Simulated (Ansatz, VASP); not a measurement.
ZrN: VASP beside Ansatz

Contents of INCAR:

```
PREC = Accurate
ENCUT = 520
EDIFF = 1E-6
ISMEAR = 0
SIGMA = 0.1
LREAL = Auto
LASPH = True
NELM = 80
ALGO = Normal
ISIF = 2
LWAVE = False
LCHARG = False
GGA = PE
NBANDS = 82
```

The input KPOINTS:

```
Automatic mesh
0
Gamma
  1 1 1
```

Contents of POSCAR:

```
ZrN
1.0
    0.0000000000      4.5945978683     -4.5945978683
    4.5945978683      4.5945978683      0.0000000000
    4.5945978683      0.0000000000     -4.5945978683
Zr N
8 8
Direct
    0.2500000000      0.7500000000      0.2500000000
    0.2500000000      0.2500000000      0.2500000000
    0.7500000000      0.7500000000      0.2500000000
    0.7500000000      0.2500000000      0.2500000000
    0.2500000000      0.7500000000      0.7500000000
    0.2500000000      0.2500000000      0.7500000000
    0.7500000000      0.7500000000      0.7500000000
    0.7500000000      0.2500000000      0.7500000000
    0.5000000000      0.5000000000      0.0000000000
    0.5000000000      0.0000000000      0.0000000000
    1.0000000000      0.5000000000      0.0000000000
    1.0000000000      0.0000000000      0.0000000000
    0.5000000000      0.5000000000      0.5000000000
    0.5000000000      0.0000000000      0.5000000000
    1.0000000000      0.5000000000      0.5000000000
    1.0000000000      0.0000000000      0.5000000000
```

Input for Ansatz:

```yaml
crystal:
  lattice:
    - [0.0, 4.5945978683, -4.5945978683]
    - [4.5945978683, 4.5945978683, 0.0]
    - [4.5945978683, 0.0, -4.5945978683]
  atoms:
    - { symbol: Zr, position: [0.25, 0.75, 0.25] }
    - { symbol: Zr, position: [0.25, 0.25, 0.25] }
    - { symbol: Zr, position: [0.75, 0.75, 0.25] }
    - { symbol: Zr, position: [0.75, 0.25, 0.25] }
    - { symbol: Zr, position: [0.25, 0.75, 0.75] }
    - { symbol: Zr, position: [0.25, 0.25, 0.75] }
    - { symbol: Zr, position: [0.75, 0.75, 0.75] }
    - { symbol: Zr, position: [0.75, 0.25, 0.75] }
    - { symbol: "N", position: [0.5, 0.5, 0.0] }
    - { symbol: "N", position: [0.5, 0.0, 0.0] }
    - { symbol: "N", position: [1.0, 0.5, 0.0] }
    - { symbol: "N", position: [1.0, 0.0, 0.0] }
    - { symbol: "N", position: [0.5, 0.5, 0.5] }
    - { symbol: "N", position: [0.5, 0.0, 0.5] }
    - { symbol: "N", position: [1.0, 0.5, 0.5] }
    - { symbol: "N", position: [1.0, 0.0, 0.5] }
basis:
  ecutwfc: 420
  xc_grid: 2
kpoints:
  mp_grid: { grid: [1, 1, 1], shift: [0.0, 0.0, 0.0] }
hamiltonian:
  xc: pbe
scf:
  occupations: { method: gaussian, width: 0.1 }
output:
  forces: true
  stress: true
  eigenvalues: true
```

Alike in both runs: task single point; functional PBE; k mesh 1 × 1 × 1; occupations gaussian, width 0.1 eV; no spin polarisation.

|  | VASP | Ansatz |
| --- | --- | --- |
| version | VASP 6.6.1 | Ansatz 0.2.0 |
| potentials or method | VASP PAW PBE potentials, release 64 (Zr_sv, N), cutoff 520 eV | scalar-relativistic, plane waves, PAW |
| valence electrons in the cell | 136 | 136 |

VASP gave:

```
pressure (GPa) : -0.1
```

**Question.** Which values does Ansatz return?

**Answer.** Pressure (GPa): -0.4.

With one functional, cell and mesh, what is left measures potentials, basis and numerics.

The k mesh is coarse, so the values compare programs but aren't converged.
